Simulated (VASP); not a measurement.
Ce, 1 atom in the cell. The cell holds a cluster in a box, 1 atom: a = 11.500 Å, b = 11.500 Å, c = 11.500 Å, α = 90.00°, β = 90.00°, γ = 90.00°. 

- Program: VASP 6.6.1
- Task: single point
- Functional: PBE
- Potentials or basis: VASP PAW PBE potentials, release 64 (Ce)
- Cutoff: 400 eV
- k mesh: 1 × 1 × 1
- Occupations: fermi-dirac, width 0.1 eV
- Spin: no spin polarisation
- Dipole correction: no
- Further INCAR settings: ALGO = Normal; EDIFF = 1e-06; NBANDS = 12

Potentials or basis: VASP PAW PBE potentials, release 64 (Ce).

Launch:

```console
$ cat potpaw_PBE.64/Ce/POTCAR > POTCAR
$ mpirun -np 1 vasp_gam > vasp.out
```

Hardware: 1 thread of Intel(R) Xeon(R) Platinum 8488C (Sapphire Rapids), with other jobs on the host.

Problem. How long does it take, and how much memory?

Solution. Wall time 9.4 min on 1 thread of Intel(R) Xeon(R) Platinum 8488C (Sapphire Rapids) (shared host), peak memory 0.93 GiB. Counts: scf iterations 145, k points 1.
